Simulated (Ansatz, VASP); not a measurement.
One calculation of SiC, two programs

```xyz
4
Lattice="2.9522 0.0000 0.0000 -1.4761 2.5567 0.0000 0.0000 0.0000 5.4520" Properties=species:S:1:pos:R:3 pbc="T T T"
Si    0.0000    1.7044    0.0251
Si    1.4761    0.8522    2.7511
C     0.0000    1.7044    2.0739
C     1.4761    0.8522    4.7999
```

Change from the starting cell: strain -0.040 along x and y, +0.080 along z, atoms carried along.

Alike in both runs: task single point; functional r2SCAN; k mesh 12 × 12 × 6; occupations gaussian, width 0.05 eV; no spin polarisation.

|  | VASP | Ansatz |
| --- | --- | --- |
| version | VASP 6.6.1 | Ansatz 0.2.0 |
| potentials or method | VASP PAW PBE potentials, release 64 (Si, C), cutoff 520 eV | scalar-relativistic, plane waves, PAW |
| valence electrons in the cell | 16 | 16 |

Ansatz gave:

```
gap on the k mesh at the Fermi level (eV)                     : 2.16
least direct gap on the mesh (eV)                             : 3.70
pressure (GPa)                                                : 5.6
traceless stress, the component that is largest in VASP (GPa) : -42.47
rms of the force components (eV/Å)                            : 0.273
```

Which values does VASP return?

gap on the k mesh at the Fermi level (eV): 2.16; least direct gap on the mesh (eV): 3.71; pressure (GPa): 5.4; traceless stress, the component that is largest in VASP (GPa): -42.72; rms of the force components (eV/Å): 0.269.

VASP's potentials were made for PBE, not for r2SCAN. Atom by atom the forces differ by 0.004 eV/Å (rms over components).
